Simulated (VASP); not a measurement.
**SiC: relaxation of shape and atoms at fixed volume with r2SCAN**

Crystal: SiC.

```
Si C
1.0
     3.04413    0.00000    0.00000
    -1.52207    2.63629    0.00000
     0.00000    0.00000    4.99717
Si C
2 2
Direct
  0.33333 0.66667 0.00460
  0.66667 0.33333 0.50460
  0.33333 0.66667 0.38040
  0.66667 0.33333 0.88040
```

This cell differs from its parent crystal: volume scaled by 0.97.

```yaml
Program: VASP 6.6.1
Task: relaxation of shape and atoms at fixed volume
Functional: r2SCAN
Potentials_or_basis: VASP PAW PBE potentials, release 64 (Si, C)
Cutoff: 600 eV
k_mesh: 12 × 12 × 6
Occupations: gaussian, width 0.02 eV
Spin: no spin polarisation
Dipole_correction: no
Further_INCAR_settings: ALGO = Normal; EDIFF = 1e-07; IBRION = 2; EDIFFG = -0.01; NSW = 50; ISIF = 4
```

```json
{
  "Pressure after relaxing": "7.0 GPa",
  "Largest force after relaxing": "0.004 eV/Å",
  "Band gap on the k mesh": "2.61 eV, indirect (least direct gap 4.56 eV)"
}
```

Forces in eV/Å, atoms in the order of the input:
```
Si   0.000  0.000  0.004
Si   0.000  0.000  0.004
C    0.000  0.000 -0.004
C    0.000  0.000 -0.004
```

Stress tensor (GPa, compression positive):
```
7.07 0.00 0.00
0.00 7.07 0.00
0.00 0.00 6.86
```

Final structure:
```
Si C
1.0
     3.04413    0.00000    0.00000
    -1.52207    2.63629    0.00000
     0.00000    0.00000    4.99717
Si C
2 2
Cartesian
  0.0000 1.7575 0.0230
  1.5221 0.8788 2.5216
  0.0000 1.7575 1.9009
  1.5221 0.8788 4.3995
```

Levels at points of the mesh, in eV from the valence-band top:
```
           k point  band 5  band 6  band 7  band 8  band 9  band 10  band 11  band 12
(0.00, 0.00, 0.00)   -1.40   -0.12    0.00    0.00    5.66     7.12     7.39     7.39
(0.50, 0.00, 0.00)   -5.73   -3.54   -3.45   -1.27    3.29     4.70     7.72     7.78
(0.00, 0.00, 0.50)   -0.76   -0.76   -0.76   -0.76    6.78     6.78     8.07     8.07
(0.50, 0.00, 0.50)   -2.60   -2.60   -2.47   -2.47    3.80     3.80     5.94     5.94
```

Wall time 52 s on 1 thread of Intel(R) Xeon(R) 6975P-C (Granite Rapids), with other jobs on the host, peak memory 0.18 GiB.

Caveat: the relaxation stopped at its first step, so nothing moved; the PAW data sets were made with another functional, which shifts forces and pressure a little. A k mesh can miss the band edges.
